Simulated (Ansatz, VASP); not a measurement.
# MgSe: VASP beside Ansatz

File INCAR:

```
ALGO     = Normal         # electronic algorithm
EDIFF    = 1E-6           # SCF threshold, eV
ENCUT    = 600            # plane-wave cutoff, eV
GGA      = PS             # functional
GGA_COMPAT= F            
ISIF     = 2              # what is computed and relaxed
ISMEAR   = 0              # smearing method
LASPH    = T              # aspherical terms in the spheres
LCHARG   = F              # write CHGCAR
LREAL    = F              # projectors in reciprocal space
LWAVE    = F              # write WAVECAR
NBANDS   = 11             # bands
NELM     = 120            # most SCF steps
PREC     = Accurate       # precision mode
SIGMA    = 0.05           # smearing width, eV
```

File KPOINTS:

```
k-points
0
Gamma
  8 8 8
```

Contents of POSCAR:

```
MgSe
1.0
    0.0000000000      2.7255000000      2.7936375000
    2.7255000000      0.0000000000      2.7936375000
    2.7255000000      2.7255000000      0.0000000000
Mg Se
1 1
Direct
    0.0000000000      0.0000000000      0.0000000000
    0.5000000000      0.5000000000      0.5000000000
```

Input for Ansatz:

```yaml
crystal:
  lattice:
    - [0.0, 2.7255, 2.7936375]
    - [2.7255, 0.0, 2.7936375]
    - [2.7255, 2.7255, 0.0]
  atoms:
    - { symbol: Mg, position: [0.0, 0.0, 0.0] }
    - { symbol: Se, position: [0.5, 0.5, 0.5] }
basis:
  ecutwfc: 420
kpoints:
  mp_grid: { grid: [8, 8, 8] }
hamiltonian:
  xc: pbesol
scf:
  occupations: { method: gaussian, width: 0.05 }
output:
  forces: true
  stress: true
  eigenvalues: true
```

Change from the starting cell: strain +0.000 along x and y, +0.025 along z, atoms carried along.

Alike in both runs: task single point; functional PBEsol; k mesh 8 × 8 × 8; occupations gaussian, width 0.05 eV; no spin polarisation.

|  | VASP | Ansatz |
| --- | --- | --- |
| version | VASP 6.6.1 | Ansatz 0.2.0 |
| potentials or method | VASP PAW PBE potentials, release 64 (Mg, Se), cutoff 600 eV | scalar-relativistic, plane waves, PAW |
| valence electrons in the cell | 8 | 26 |

Ansatz gave:

- gap on the k mesh at the Fermi level (eV): 1.63
- least direct gap on the mesh (eV): 2.26
- pressure (GPa): -1.5
- traceless stress, the component that is largest in VASP (GPa): -1.28

Task: Which values does VASP return?

Result: gap on the k mesh at the Fermi level (eV): 1.61; least direct gap on the mesh (eV): 2.26; pressure (GPa): -1.6; traceless stress, the component that is largest in VASP (GPa): -1.29.

VASP's potentials were made for PBE, not for PBEsol. VASP's potentials hold 8 valence electrons a cell and Ansatz's 26, so a difference there can come from the potentials and not from the codes.
